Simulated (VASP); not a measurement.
# MoSe (Fm-3m) in VASP: a series of runs

The runs below take MoSe through single point, with r2SCAN+U.

All numbers are computed with VASP 6.6.1; they aren't measurements. Logs are shortened: lines on timing, memory, paths and dates and some standing lists are left out, and cuts for length are marked.

## (1) The cell of the first run

The structure is cubic, space group Fm-3m (No. 225). Conventional cell: a = 6.037 Å, b = 6.037 Å, c = 6.037 Å, α = 90.00°, β = 90.00°, γ = 90.00°. Mo (site symmetry m-3m) has 6 Se at 3.02 Å within 4.0 Å. Se (site symmetry m-3m) has 6 Mo at 3.02 Å within 4.0 Å.

## (2) Single point, r2SCAN+U, collinear spin

Input file POSCAR:

```
MoSe
1.0
    0.0000000000      3.0184929896      3.0184929896
    3.0184929896      0.0000000000      3.0184929896
    3.0184929896      3.0184929896      0.0000000000
Mo Se
1 1
Direct
    0.0000000000      0.0000000000      0.0000000000
    0.5000000000      0.5000000000      0.5000000000
```

Input file INCAR.step1:

```
ALGO = Normal
EDIFF = 1E-4
ENCUT = 520
GGA = PE
ISMEAR = 0
ISPIN = 2
LASPH = True
LCHARG = False
LDAU = True
LDAUJ = 0 0
LDAUL = 2 -1
LDAUTYPE = 2
LDAUU = 4.38 0
LMAXMIX = 4
LREAL = False
LWAVE = True
MAGMOM = 2 0
NBANDS = 21
NELM = 150
PREC = Accurate
SIGMA = 0.1
```

Input file INCAR.step2:

```
ALGO = Normal
EDIFF = 1E-7
ENCUT = 520
ISIF = 2
ISMEAR = 0
ISPIN = 2
ISTART = 1
LASPH = True
LCHARG = True
LDAU = True
LDAUJ = 0 0
LDAUL = 2 -1
LDAUPRINT = 1
LDAUTYPE = 2
LDAUU = 4.38 0
LELF = True
LMAXMIX = 4
LMIXTAU = True
LORBIT = 11
LREAL = False
LVHAR = True
LWAVE = False
MAGMOM = 2 0
METAGGA = R2SCAN
NBANDS = 21
NELM = 150
PREC = Accurate
SIGMA = 0.1
```

Input file KPOINTS:

```
k-points
0
Gamma
  12 12 12
```

Potentials or basis: VASP PAW PBE potentials, release 64 (Mo_sv, Se).

Started as:

```bash
cat potpaw_PBE.64/Mo_sv/POTCAR potpaw_PBE.64/Se/POTCAR > POTCAR
cp INCAR.step1 INCAR
mpirun -np 1 vasp_std > vasp.out
cp INCAR.step2 INCAR
mpirun -np 1 vasp_std > vasp.out
```

OUTCAR:

```text
EDIFF = 1E-7
   ENCUT = 520
   ISIF = 2
   ISMEAR = 0
   ISPIN = 2
   ISTART = 1
   LASPH = True
   LORBIT = 11
   LREAL = False
   METAGGA = R2SCAN
   NELM = 150
   PREC = Accurate

 ion  position               nearest neighbor table
   1  0.000  0.000  0.000-   2 3.02   2 3.02   2 3.02   2 3.02   2 3.02   2 3.02
   2  0.500  0.500  0.500-   1 3.02   1 3.02   1 3.02   1 3.02   1 3.02   1 3.02

  LATTYP: Found a face centered cubic cell.
 ALAT       =     6.0369859792

  Lattice vectors:

 A1 = (   0.0000000000,   3.0184929896,   3.0184929896)
 A2 = (   3.0184929896,   0.0000000000,   3.0184929896)
 A3 = (   3.0184929896,   3.0184929896,   0.0000000000)

Analysis of symmetry for initial positions (statically):
=====================================================================
 Subroutine PRICEL returns:
 Original cell was already a primitive cell.

 Routine SETGRP: Setting up the symmetry group for a
 face centered cubic supercell.

 Subroutine GETGRP returns: Found 48 space group operations
 (whereof 48 operations were pure point group operations)
 out of a pool of 48 trial point group operations.

The static configuration has the point symmetry O_h .

Analysis of symmetry for dynamics (positions and initial velocities):
=====================================================================
 Subroutine PRICEL returns:
 Original cell was already a primitive cell.

 Routine SETGRP: Setting up the symmetry group for a
 face centered cubic supercell.

 Subroutine GETGRP returns: Found 48 space group operations
 (whereof 48 operations were pure point group operations)
 out of a pool of 48 trial point group operations.

The dynamic configuration has the point symmetry O_h .

Analysis of structural, dynamic, and magnetic symmetry:
=====================================================================
 Subroutine PRICEL returns:
 Original cell was already a primitive cell.

 Routine SETGRP: Setting up the symmetry group for a
 face centered cubic supercell.

 Subroutine GETGRP returns: Found 48 space group operations
 (whereof 48 operations were pure point group operations)
 out of a pool of 48 trial point group operations.

The overall configuration has the point symmetry O_h .

 Subroutine INISYM returns: Found 48 space group operations
 (whereof 48 operations are pure point group operations),
 and found     1 'primitive' translations

----------------------------------------------------------------------------------------

                                     Primitive cell

  volume of cell :      55.0048

  direct lattice vectors                    reciprocal lattice vectors
     0.000000000  3.018492990  3.018492990    -0.165645573  0.165645573  0.165645573
     3.018492990  0.000000000  3.018492990     0.165645573 -0.165645573  0.165645573
     3.018492990  3.018492990  0.000000000     0.165645573  0.165645573 -0.165645573

  length of vectors
     4.268793724  4.268793724  4.268793724     0.286906548  0.286906548  0.286906548

  position of ions in fractional coordinates (direct lattice)
     0.000000000  0.000000000  0.000000000
     0.500000000  0.500000000  0.500000000

  ion indices of the primitive-cell ions
   primitive index   ion index
                 1           1
                 2           2

----------------------------------------------------------------------------------------

 KPOINTS: k-points

Automatic generation of k-mesh.
 Grid dimensions read from file:
 generate k-points for:   12   12   12

[... 62 lines left out ...]
   NELM   =    150;   NELMIN=  2; NELMDL=  0     # of ELM steps
   EDIFF  = 0.1E-06   stopping-criterion for ELM
   LREAL  =      F    real-space projection
   EDIFFG = 0.1E-05   stopping-criterion for IOM
   NSW    =      0    number of steps for IOM
   IBRION =     -1    ionic relax: 0-MD 1-quasi-New 2-CG
   NFREE  =      0    steps in history (QN), initial steepest desc. (CG)
   ISIF   =      2    stress and relaxation
   ISYM   =      2    0-nonsym 1-usesym 2-fastsym
   POTIM  = 0.5000    time-step for ionic-motion
[... 45 lines left out ...]
  o =  0.0477  v =  0.0000  0.0000  0.0000  0.0000  0.0000 -0.0000 -0.0000  1.0000  0.0000  0.0083      0.0000  0.0000  0.0000  0.0000  0.0000  0.0000  0.0000  0.0000  0.0000  0.0000
  o =  0.0477  v =  0.0000  0.0000  0.0000  0.0000  0.0000  0.0000  0.0000 -0.0083  0.0000  1.0000      0.0000  0.0000  0.0000  0.0000  0.0000  0.0000  0.0000  0.0000  0.0000  0.0000
  o =  0.5967  v =  0.0000  0.0000  0.1038  0.0000 -0.9946  0.0000  0.0000  0.0000  0.0000  0.0000      0.0000  0.0000  0.0000  0.0000  0.0000  0.0000  0.0000  0.0000  0.0000  0.0000
  o =  0.5967  v =  0.0000 -0.0000  0.9946 -0.0000  0.1038  0.0000  0.0000  0.0000  0.0000  0.0000      0.0000  0.0000  0.0000  0.0000  0.0000  0.0000  0.0000  0.0000  0.0000  0.0000
  o =  0.8658  v =  0.0000 -0.7332 -0.0000 -0.6800 -0.0000  0.0000  0.0000  0.0000  0.0000  0.0000      0.0000  0.0000  0.0000  0.0000  0.0000  0.0000  0.0000  0.0000  0.0000  0.0000
  o =  0.8658  v =  0.0000 -0.6800  0.0000  0.7332  0.0000  0.0000  0.0000  0.0000  0.0000  0.0000      0.0000  0.0000  0.0000  0.0000  0.0000  0.0000  0.0000  0.0000  0.0000  0.0000
  o =  0.8658  v =  1.0000  0.0000  0.0000  0.0000  0.0000  0.0000  0.0000  0.0000  0.0000  0.0000      0.0000  0.0000  0.0000  0.0000  0.0000  0.0000  0.0000  0.0000  0.0000  0.0000

 number of electron      19.9999999 magnetization       3.9999999

 Free energy of the ion-electron system (eV)
  ---------------------------------------------------
  ext. energy  EPLUGINS =         0.00000000
  ---------------------------------------------------
  free energy    TOTEN  =       -36.89417428 eV

  energy without entropy =      -36.89073541  energy(sigma->0) =      -36.89245484

 E-fermi :   4.4104     XC(G=0):  -9.9116

 val. band max:        4.3976127909   @ k =  -0.4167   0.4167   0.1667
 cond. band min:       4.4174147634   @ k =  -0.2500   0.0833   0.0000
 fundamental gap:      0.0198019725
 Fermi energy:         4.4103977098

 spin component 1

 k-point     1 :       0.0000    0.0000    0.0000
  band No.  band energies     occupation
      1     -59.3522      1.00000
      2     -32.9193      1.00000
      3     -32.9193      1.00000
      4     -32.9193      1.00000
      5      -9.2135      1.00000
      6       1.2202      1.00000
[... 1145 lines left out ...]
     20      18.4649      0.00000
     21      18.7665      0.00000

 [... further k-points ...]

------------------------ aborting loop because EDIFF is reached ----------------------------------------

  FORCE on cell =-STRESS in cart. coord.  units (eV):
  Direction    XX          YY          ZZ          XY          YZ          ZX
  --------------------------------------------------------------------------------------
  -------------------------------------------------------------------------------------
  Total       -3.1313796     -3.1313796     -3.1313796      0.0000000      0.0000000     -0.0000000
  in kB      -91.2107000    -91.2107000    -91.2107000      0.0000000      0.0000000     -0.0000000
  external PRESSURE =     -91.2107000 kB  Pullay stress =       0.0000000 kB

 VOLUME and BASIS-vectors are now :
 -----------------------------------------------------------------------------
  energy-cutoff  :      520.00
  volume of cell :       55.00
      direct lattice vectors                 reciprocal lattice vectors
     0.000000000  3.018492990  3.018492990    -0.165645573  0.165645573  0.165645573
     3.018492990  0.000000000  3.018492990     0.165645573 -0.165645573  0.165645573
     3.018492990  3.018492990  0.000000000     0.165645573  0.165645573 -0.165645573

 POSITION                                       TOTAL-FORCE (eV/Angst)
 -----------------------------------------------------------------------------------
      0.00000      0.00000      0.00000        -0.000000     -0.000000     -0.000000
      3.01849      3.01849      3.01849         0.000000      0.000000      0.000000
 -----------------------------------------------------------------------------------
    total drift:                                0.000000     -0.000000     -0.000000

  FREE ENERGIE OF THE ION-ELECTRON SYSTEM (eV)
  ---------------------------------------------------
  free  energy   TOTEN  =       -36.8941742763 eV

  energy  without entropy=      -36.8907354059  energy(sigma->0) =      -36.89245484

 total charge

# of ion       s       p       d       tot
------------------------------------------
    1        2.154   6.020   3.878  12.053
    2        1.450   2.358   0.019   3.828
--------------------------------------------------
tot          3.605   8.378   3.897  15.880

 magnetization (x)

# of ion       s       p       d       tot
------------------------------------------
    1        0.072   0.024   3.645   3.742
    2        0.016  -0.221   0.016  -0.190
--------------------------------------------------
tot          0.088  -0.197   3.661   3.552
```

Wall time 9.2 min (1 thread of Intel Xeon 8259CL, shared host); peak memory 0.3 GiB.

What came out:

| Item | Value |
| --- | --- |
| Free energy | -36.8942 eV |
| Pressure | -9.1 GPa |
| Band gap on the k mesh | zero (filled and empty bands overlap) |
| Net moment | 4.00 μB per cell |
| Site moments | Mo +3.74; Se -0.19 μB |
| Valence electrons inside the program's atomic spheres | Mo 12.05; Se 3.83 |

Eigenvalues of the final occupation matrices:
```
    site  spin  trace               eigenvalues
site 1 d     1   3.79  0.60 0.60 0.87 0.87 0.87
site 1 d     2   0.12  0.01 0.01 0.01 0.05 0.05
```

Caveat: the cell stands under tension; the PAW data sets were made with another functional, which shifts forces and pressure a little.

## (3) Single point, r2SCAN+U, collinear spin

This run uses another cell than the first one: it holds 4 atoms, not 2.

Input file POSCAR:

```
MoSe
1.0
    0.0000000000      2.6517108448      2.6517108448
    5.3034216896      2.6517108448      2.6517108448
    5.3034216896      5.3034216896      0.0000000000
Mo Se
2 2
Direct
    0.0000000000      0.0000000000      0.0000000000
    0.0000000000      0.0000000000      0.5000000000
    0.5000000000      0.5000000000      0.0000000000
    0.5000000000      0.5000000000      0.5000000000
```

Input file INCAR.step1:

```
  PREC = Accurate
  ENCUT = 520
  ISMEAR = 0
  SIGMA = 0.1
  LREAL = F
  LASPH = T
  NELM = 150
  ISPIN = 2
  MAGMOM = 2 -2 0 0
  LMAXMIX = 4
  LDAU = T
  LDAUTYPE = 2
  LDAUL = 2 -1
  LDAUU = 4.38 0
  LDAUJ = 0 0
  NBANDS = 32
  GGA = PE
  ALGO = Normal
  EDIFF = 1E-4
  LWAVE = T
  LCHARG = F
```

Input file INCAR.step2:

```
  PREC = Accurate
  ENCUT = 520
  EDIFF = 1E-6
  ISMEAR = 0
  SIGMA = 0.1
  LREAL = F
  LASPH = T
  NELM = 150
  ALGO = Normal
  ISIF = 2
  LWAVE = F
  LCHARG = F
  ISPIN = 2
  MAGMOM = 2 -2 0 0
  LORBIT = 11
  LMAXMIX = 4
  LDAU = T
  LDAUTYPE = 2
  LDAUL = 2 -1
  LDAUU = 4.38 0
  LDAUJ = 0 0
  LDAUPRINT = 1
  METAGGA = R2SCAN
  LMIXTAU = T
  NBANDS = 32
  ISTART = 1
```

Input file KPOINTS:

```
Automatic mesh
0
Gamma
  12 12 6
```

Potentials or basis: VASP PAW PBE potentials, release 64 (Mo_sv, Se).

Started as:

```bash
cat potpaw_PBE.64/Mo_sv/POTCAR potpaw_PBE.64/Se/POTCAR > POTCAR
cp INCAR.step1 INCAR
mpirun -np 1 vasp_std > vasp.out
cp INCAR.step2 INCAR
mpirun -np 1 vasp_std > vasp.out
```

It took 66 min on 1 thread of Oxide Virtual Turin-like, shared host; peak memory 0.54 GiB.

Results (log left out):

```
Free energy                                           : -73.6433 eV
Pressure                                              : 21.1 GPa
Band gap on the k mesh                                : zero (filled and empty bands overlap)
Net moment                                            : 0.00 μB per cell
Site moments                                          : Mo +3.44, -3.44; Se +0.00, -0.00 μB
Valence electrons inside the program's atomic spheres : Mo 12.35; Se 4.07
```

Stress tensor (GPa, compression positive):
```
20.29  0.00  0.00
 0.00 21.52  0.00
 0.00  0.00 21.52
```

Levels at points of the mesh, in eV from the Fermi level:
Spin up:
```
           k point  band 17  band 18  band 19  band 20  band 21  band 22  band 23  band 24
(0.00, 0.00, 0.00)    -2.65    -2.62    -2.62    -2.60    -2.08    -0.07     1.64     1.81
(0.50, 0.00, 0.00)    -2.77    -2.45    -2.09     2.55     2.58     2.71     3.01     3.79
(0.50, 0.50, 0.00)    -4.13    -4.04    -2.77    -1.94    -0.84     1.54     1.91     1.91
(0.00, 0.00, 0.50)    -3.55    -2.78    -1.61    -1.12     2.64     2.70     3.00     3.25
(0.50, 0.00, 0.50)    -2.77    -2.70    -2.70    -0.76    -0.61     2.31     2.31     2.81
(0.00, 0.50, 0.50)    -3.64    -2.62    -1.78    -1.78    -0.32    -0.06     1.56     3.12
```
Spin down:
```
           k point  band 17  band 18  band 19  band 20  band 21  band 22  band 23  band 24
(0.00, 0.00, 0.00)    -2.65    -2.62    -2.62    -2.60    -2.08    -0.07     1.64     1.81
(0.50, 0.00, 0.00)    -2.77    -2.45    -2.09     2.55     2.58     2.71     3.01     3.79
(0.50, 0.50, 0.00)    -4.13    -4.04    -2.77    -1.94    -0.84     1.54     1.91     1.91
(0.00, 0.00, 0.50)    -3.55    -2.78    -1.61    -1.12     2.64     2.70     3.00     3.25
(0.50, 0.00, 0.50)    -2.77    -2.70    -2.70    -0.76    -0.61     2.31     2.31     2.81
(0.00, 0.50, 0.50)    -3.64    -2.62    -1.78    -1.78    -0.32    -0.06     1.56     3.12
```

Eigenvalues of the final occupation matrices:
| site | spin | trace | eigenvalues |
| --- | --- | --- | --- |
| site 1 d | 1 | 3.72 | 0.59 0.62 0.83 0.83 0.85 |
| site 1 d | 2 | 0.35 | 0.03 0.03 0.03 0.13 0.13 |
| site 2 d | 1 | 0.35 | 0.03 0.03 0.03 0.13 0.13 |
| site 2 d | 2 | 3.72 | 0.59 0.62 0.83 0.83 0.85 |

Caveat: the cell stands under pressure; the PAW data sets were made with another functional, which shifts forces and pressure a little.

## (4) Single point, r2SCAN+U, collinear spin

This run uses another cell than the first one: it holds 4 atoms, not 2.

Input file POSCAR:

```
MoSe
1.0
    0.0000000000      2.7164120783      2.7164120783
    5.4328241567      2.7164120783      2.7164120783
    5.4328241567      5.4328241567      0.0000000000
Mo Se
2 2
Direct
    0.0000000000      0.0000000000      0.0000000000
    0.0000000000      0.0000000000      0.5000000000
    0.5000000000      0.5000000000      0.0000000000
    0.5000000000      0.5000000000      0.5000000000
```

Input file INCAR.step1:

```
SYSTEM = MoSe
PREC = Accurate
ENCUT = 520
ISMEAR = 0
SIGMA = 0.1
LREAL = .FALSE.
LASPH = .TRUE.
NELM = 150
ISPIN = 2
MAGMOM = 2 -2 0 0
LMAXMIX = 4
LDAU = .TRUE.
LDAUTYPE = 2
LDAUL = 2 -1
LDAUU = 4.38 0
LDAUJ = 0 0
NBANDS = 32
GGA = PE
ALGO = Normal
EDIFF = 1E-4
LWAVE = .TRUE.
LCHARG = .FALSE.
```

Input file INCAR.step2:

```
SYSTEM = MoSe
PREC = Accurate
ENCUT = 520
EDIFF = 1E-6
ISMEAR = 0
SIGMA = 0.1
LREAL = .FALSE.
LASPH = .TRUE.
NELM = 150
ALGO = Normal
ISIF = 2
LWAVE = .FALSE.
LCHARG = .TRUE.
ISPIN = 2
MAGMOM = 2 -2 0 0
LORBIT = 11
LMAXMIX = 4
LDAU = .TRUE.
LDAUTYPE = 2
LDAUL = 2 -1
LDAUU = 4.38 0
LDAUJ = 0 0
LDAUPRINT = 1
METAGGA = R2SCAN
LMIXTAU = .TRUE.
LELF = .TRUE.
LVHAR = .TRUE.
NBANDS = 32
ISTART = 1
```

Input file KPOINTS:

```
regular mesh
0
G
  12 12 6
  0 0 0
```

Started as:

```bash
cat potpaw_PBE.64/Mo_sv/POTCAR potpaw_PBE.64/Se/POTCAR > POTCAR
cp INCAR.step1 INCAR
mpirun -np 1 vasp_std > vasp.out
cp INCAR.step2 INCAR
mpirun -np 1 vasp_std > vasp.out
```

Wall time 53 min (1 thread of Oxide Virtual Turin-like, shared host); peak memory 0.6 GiB.

The run converged. Its results:

```
Free energy                                           : -74.2041 eV
Pressure                                              : 11.3 GPa
Band gap on the k mesh                                : zero (filled and empty bands overlap)
Net moment                                            : 0.00 μB per cell
Site moments                                          : Mo +3.52, -3.52; Se +0.02, -0.02 μB
Valence electrons inside the program's atomic spheres : Mo 12.26; Se 4.01
```

Stress tensor (GPa, compression positive):
```
10.60  0.00  0.00
 0.00 11.66  0.00
 0.00  0.00 11.66
```

Levels at points of the mesh, in eV from the Fermi level:
Spin up:
```csv
k point,band 17,band 18,band 19,band 20,band 21,band 22,band 23,band 24
"(0.00, 0.00, 0.00)",-2.45,-2.45,-2.43,-2.42,-1.89,0.44,1.56,2.01
"(0.50, 0.00, 0.00)",-2.69,-2.35,-2.06,2.45,2.68,2.80,2.83,4.00
"(0.50, 0.50, 0.00)",-3.85,-3.77,-2.72,-1.79,-0.86,1.43,2.11,2.11
"(0.00, 0.00, 0.50)",-3.38,-2.69,-1.63,-1.10,2.86,2.89,3.02,3.18
"(0.50, 0.00, 0.50)",-2.72,-2.61,-2.61,-0.71,-0.71,2.60,2.60,3.00
"(0.00, 0.50, 0.50)",-3.36,-2.40,-1.78,-1.78,-0.21,0.23,1.95,3.12
```
Spin down:
```
           k point  band 18  band 19  band 20  band 21  band 22  band 23
(0.00, 0.00, 0.00)    -2.45    -2.43    -2.42    -1.89     0.44     1.56
(0.50, 0.00, 0.00)    -2.35    -2.06     2.45     2.68     2.80     2.83
(0.50, 0.50, 0.00)    -3.77    -2.72    -1.79    -0.86     1.43     2.11
(0.00, 0.00, 0.50)    -2.69    -1.63    -1.10     2.86     2.89     3.02
(0.50, 0.00, 0.50)    -2.61    -2.61    -0.71    -0.71     2.60     2.60
(0.00, 0.50, 0.50)    -2.40    -1.78    -1.78    -0.21     0.23     1.95
```

Eigenvalues of the final occupation matrices:
```tsv
site	spin	trace	eigenvalues
site 1 d	1	3.74	0.59 0.61 0.84 0.84 0.86
site 1 d	2	0.28	0.02 0.02 0.02 0.11 0.11
site 2 d	1	0.28	0.02 0.02 0.02 0.11 0.11
site 2 d	2	3.74	0.59 0.61 0.84 0.84 0.86
```

Caveat: the cell stands under pressure; the PAW data sets were made with another functional, which shifts forces and pressure a little.

## (5) The runs side by side

```tsv
cell	k mesh	gap on the mesh (eV)	pressure (GPa)	moment (μB)
a = 4.269 Å, angles 60.0°, 2 atoms, atomic positions A	12 × 12 × 12	none	-9.1	4.00
a = 3.750, b = 6.495, c = 7.500 Å, angles 30.0, 60.0, 54.7°, 4 atoms, atomic positions B	12 × 12 × 6	none	21.1	0.00
a = 3.842, b = 6.654, c = 7.683 Å, angles 30.0, 60.0, 54.7°, 4 atoms, atomic positions B	12 × 12 × 6	none	11.3	0.00
```

Alike in all rows: task single point; level r2SCAN+U; potentials or basis VASP PAW PBE potentials, release 64 (Mo_sv, Se); spin collinear; Mo d U = 4.38 eV; cutoff (eV) 520; smearing gaussian 0.1 eV.

Caveats: the PAW data sets were made with another functional, which shifts forces and pressure a little; the cell stands under pressure (at least some runs); the cell stands under tension (at least some runs).

Absolute energies hang on the potentials; compare differences alone.
